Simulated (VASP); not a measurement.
# ZnCd2Te2: relaxation of the atoms with PBE

System: ZnCd2Te2, a slab with vacuum.

```
Te Cd Zn
1.0
     4.67946    0.00000    0.00000
    -2.33973    4.05253    0.00000
     0.00000    0.00000   20.08073
Te Cd Zn
2 2 1
Direct
  0.00000 0.00000 0.19920
  0.33333 0.66667 0.40371
  0.33333 0.66667 0.24676
  0.66667 0.33333 0.42731
  0.33333 0.55556 0.57073
```

```
Program                             : VASP 6.6.1
Task                                : relaxation of the atoms
Functional                          : PBE
Potentials or basis                 : VASP PAW PBE potentials, release 64 (Te, Cd, Zn)
Cutoff                              : 520 eV
k mesh                              : 6 × 6 × 1
Occupations                         : gaussian, width 0.05 eV
Spin                                : no spin polarisation
Dipole correction                   : yes
Atoms held fixed (from 0)           : [0, 1, 2, 3]
Further INCAR settings              : ALGO = Normal; EDIFF = 1e-06; IBRION = 2; EDIFFG = -0.025; NSW = 36
Atoms held along some axes (from 0) : atom 4 along a and b
```

The energy gained by relaxing is 13.9 meV/atom. The ionic steps are 6 and the band gap on the k mesh is zero (filled and empty bands touch).

Step by step:
```csv
step,energy change (eV),largest force on free atoms (eV/Å),pressure (GPa)
1,0.0000,0.2676,0.18
2,-0.0034,0.2594,0.16
3,-0.0129,0.2317,0.15
4,-0.0289,0.1816,0.13
5,-0.0511,0.1080,0.09
6,-0.0696,0.0222,0.07
```

Final structure:
```
Te Cd Zn
1.0
     4.67946    0.00000    0.00000
    -2.33973    4.05253    0.00000
     0.00000    0.00000   20.08073
Te Cd Zn
2 2 1
Direct
  0.00000 0.00000 0.19920
  0.33333 0.66667 0.40371
  0.33333 0.66667 0.24676
  0.66667 0.33333 0.42731
  0.33333 0.55556 0.60030
```

Levels at points of the mesh, in eV from the Fermi level:
| k point | band 20 | band 21 | band 22 | band 23 | band 24 | band 25 | band 26 | band 27 | band 28 |
| --- | --- | --- | --- | --- | --- | --- | --- | --- | --- |
| (0.00, 0.00, 0.00) | -1.89 | -1.89 | -1.44 | -0.32 | 0.00 | 0.00 | 1.37 | 1.93 | 3.53 |
| (0.50, 0.00, 0.00) | -2.99 | -2.67 | -1.91 | -0.88 | -0.73 | 0.56 | 1.08 | 2.14 | 2.42 |
| (0.00, 0.50, 0.00) | -2.99 | -2.67 | -1.92 | -0.88 | -0.71 | 0.67 | 1.02 | 2.00 | 2.51 |
| (0.50, 0.50, 0.00) | -2.99 | -2.64 | -1.93 | -0.88 | -0.74 | 0.52 | 1.14 | 2.24 | 2.26 |

Run time: 4.6 min on 4 MPI ranks on Intel(R) Xeon(R) Platinum 8375C CPU @ 2.90GHz (Ice Lake), with other jobs on the host, peak memory 0.65 GiB a rank.

Caveat: spin-orbit coupling is left out, which moves the levels of the heavy elements.
